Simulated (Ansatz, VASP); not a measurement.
Nb2Te in VASP and in Ansatz

```
CELL_PARAMETERS angstrom
5.06240 0.00000 0.00000
-2.53120 4.38417 0.00000
0.00000 0.00000 2.91949
ATOMIC_POSITIONS crystal
Nb 0.33333 0.66667 0.50000
Nb 0.66667 0.33333 0.50000
Te 0.00000 0.00000 0.50000
```

Alike in both runs: functional PBE; k mesh 12 × 12 × 16; occupations gaussian, width 0.1 eV; no spin polarisation.

Ansatz relaxed the structure, and its values are those at the end. VASP's run is a single point on that final structure, the one shown.

```csv
,VASP,Ansatz
version,VASP 6.6.1,Ansatz 0.2.0
potentials or method,"VASP PAW PBE potentials, release 64 (Nb_sv, Te), cutoff 520 eV","scalar-relativistic, plane waves, PAW"
valence electrons in the cell,32,42
```

Ansatz gave:

| Item | Value |
| --- | --- |
| gap on the k mesh at the Fermi level (eV) | none |
| pressure (GPa) | 0.0 |

Task: What did VASP give for the same quantities?

Result: gap on the k mesh at the Fermi level (eV): none; pressure (GPa): -0.2.

A gap of «none» marks a metal or a gap that the smearing closes. The functional is the same, so the differences come from potentials, cutoffs and numerics. VASP's potentials hold 32 valence electrons a cell and Ansatz's 42, so a difference there can come from the potentials and not from the codes.

Neither program's run includes spin-orbit coupling.
